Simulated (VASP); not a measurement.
NbTe:

```
Te Nb
1.0
     3.67812    0.00000    0.00000
    -1.83906    3.18535    0.00000
     0.00000    0.00000    3.66942
Te Nb
1 1
Cartesian
  1.8391 1.0618 0.0000
  0.0000 0.0000 1.8347
```

This cell differs from its parent crystal: volume scaled by 0.98.

Base run:

| Quantity | Value |
| --- | --- |
| Program | VASP 6.6.1 |
| Functional | PBEsol |
| Potentials or basis | VASP PAW PBE potentials, release 64 (Te, Nb_sv) |
| Cutoff | 520 eV |
| k mesh | 8 × 8 × 7 |
| Occupations | fermi-dirac, width 0.05 eV |
| Spin | no spin polarisation |

Its results: pressure -3.0 GPa.

**Question.** The run is repeated on the same cell with these changes: functional from PBEsol to LDA; potentials or basis from VASP PAW PBE potentials, release 64 (Te, Nb_sv) to VASP PAW LDA potentials, release 64 (Te, Nb_sv). What comes out?

**Answer.** Pressure -5.3 GPa.

Caveats: the PAW data sets were made with another functional, which shifts forces and pressure a little (some runs).
